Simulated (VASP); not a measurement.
Au, 2 atoms in the cell. Symmetry: P6_3/mmc, No. 194, hexagonal system. Conventional cell: a = 2.841 Å, b = 2.841 Å, c = 4.780 Å, α = 90.00°, β = 90.00°, γ = 120.00°. Au (site symmetry -6m2) has 12 Au at 2.84 to 2.90 Å within 3.7 Å. 

| Property | Result |
| --- | --- |
| Program | VASP 6.6.1 |
| Task | single point |
| Functional | LDA |
| Potentials or basis | VASP PAW LDA potentials, release 64 (Au) |
| Cutoff | 520 eV |
| k mesh | 11 × 11 × 6 |
| Occupations | gaussian, width 0.1 eV |
| Spin | no spin polarisation |
| Dipole correction | no |
| Further INCAR settings | ALGO = Normal; EDIFF = 1e-06; NBANDS = 18 |

Potentials or basis: VASP PAW LDA potentials, release 64 (Au).

Run with:

```bash
$ cat potpaw_LDA.64/Au/POTCAR > POTCAR
$ mpirun -np 1 vasp_std > vasp.out
```

Hardware: 1 thread of AMD EPYC 7R13 Processor (Zen 3), with other jobs on the host.

Problem. Estimate the wall time of this run.

Solution. Wall time 21 s on 1 thread of AMD EPYC 7R13 Processor (Zen 3), with other jobs on the host, peak memory 0.13 GiB. Counts: scf iterations 11, k points 64.
